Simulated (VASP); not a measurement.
The system is SnO2.

```
CELL_PARAMETERS angstrom
4.78800 0.00000 0.00000
0.00000 4.86658 0.00000
0.00000 0.00000 3.24090
ATOMIC_POSITIONS crystal
Sn 0.50000 0.50000 0.50000
Sn 0.00000 0.00000 0.00000
O 0.29185 0.32104 0.00000
O 0.79185 0.17896 0.50000
O 0.20814 0.82104 0.50000
O 0.70815 0.67896 0.00000
```

* Program: VASP 6.6.1
* Task: relaxation of cell and atoms
* Functional: r2SCAN
* Dispersion: D4
* Potentials or basis: VASP PAW PBE potentials, release 64 (Sn_d, O)
* Cutoff: 600 eV
* k mesh: 6 × 4 × 6
* Occupations: gaussian, width 0.01 eV
* Spin: no spin polarisation

At the start: pressure -8.6 GPa; volume 12.59 Å³/atom.

Where does the relaxation end?

Over 16 steps the energy falls by 17.5 meV/atom and the volume is 12.05 Å³/atom (-4.3 %); space group Pnnm (No. 58, to 0.1 Å) before, P4_2/mnm (No. 136, to 0.1 Å).

The path:
| step | energy change (eV) | largest force (eV/Å) | pressure (GPa) | volume (Å³) |
| --- | --- | --- | --- | --- |
| 1 | 0.0000 | 0.1193 | -8.61 | 75.52 |
| 2 | 0.0859 | 0.4617 | 14.45 | 68.36 |
| 3 | -0.0894 | 0.1659 | -0.22 | 72.41 |
| 4 | -0.0894 | 0.1691 | -0.02 | 72.35 |
| 5 | -0.0938 | 0.0680 | 0.08 | 72.18 |
| 6 | -0.0938 | 0.0737 | 0.10 | 72.16 |
| 7 | -0.0948 | 0.0684 | -0.04 | 72.21 |
| 8 | -0.0966 | 0.0573 | -0.43 | 72.35 |
| 9 | -0.0968 | 0.0692 | -1.22 | 72.63 |
| 10 | -0.0973 | 0.0588 | -0.84 | 72.50 |
| 11 | -0.0976 | 0.0593 | -0.78 | 72.48 |
| 12 | -0.0985 | 0.0638 | -0.58 | 72.43 |
| 13 | -0.0998 | 0.0763 | -0.18 | 72.32 |
| 14 | -0.1009 | 0.1133 | 0.61 | 72.10 |
| 15 | -0.1023 | 0.0934 | 0.49 | 72.15 |
| 16 | -0.1050 | 0.0301 | 0.14 | 72.29 |

Final structure:
```
Sn O
1.0
     4.73660    0.00000    0.00000
     0.00000    4.75854    0.00000
     0.00000    0.00000    3.20707
Sn O
2 4
Direct
  0.50000 0.50000 0.50000
  0.00000 0.00000 0.00000
  0.30297 0.30892 0.00000
  0.80297 0.19108 0.50000
  0.19703 0.80892 0.50000
  0.69703 0.69108 0.00000
```

Caveat: the PAW data sets were made with another functional, which shifts forces and pressure a little; the relaxation stopped at a loose force limit of 0.05 eV/Å, so its end isn't a converged minimum.
